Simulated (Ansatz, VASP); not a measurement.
One calculation of P, two programs

```
P
1.0
     4.27290    0.00000    0.00000
     0.00000    4.27290    0.00000
     0.00000    0.00000    4.11532
P
1
Direct
  0.00000 0.00000 0.00000
```

Change from the starting cell: strain -0.0600 x Voigt [0, 0, 1, 0, 0, 0], atoms carried along.

Alike in both runs: task single point; functional PBEsol; dispersion D3(BJ); k mesh 12 × 12 × 12; occupations gaussian, width 0.15 eV; no spin polarisation.

|  | VASP | Ansatz |
| --- | --- | --- |
| version | VASP 6.6.1 | Ansatz 0.2.0 |
| potentials or method | VASP PAW PBE potentials, release 64 (P), cutoff 500 eV | scalar-relativistic, plane waves, PAW |
| valence electrons in the cell | 5 | 5 |

|  | VASP | Ansatz | Ansatz less VASP |
| --- | --- | --- | --- |
| gap on the k mesh at the Fermi level (eV) | none | none | - |
| pressure (GPa) | -4.6 | -4.6 | +0.01 |
| traceless stress, the component that is largest in VASP (GPa) | -0.46 | -0.46 | 0.000 |

VASP's potentials were made for PBE, not for PBEsol. A gap of «none» marks a metal or a gap that the smearing closes.
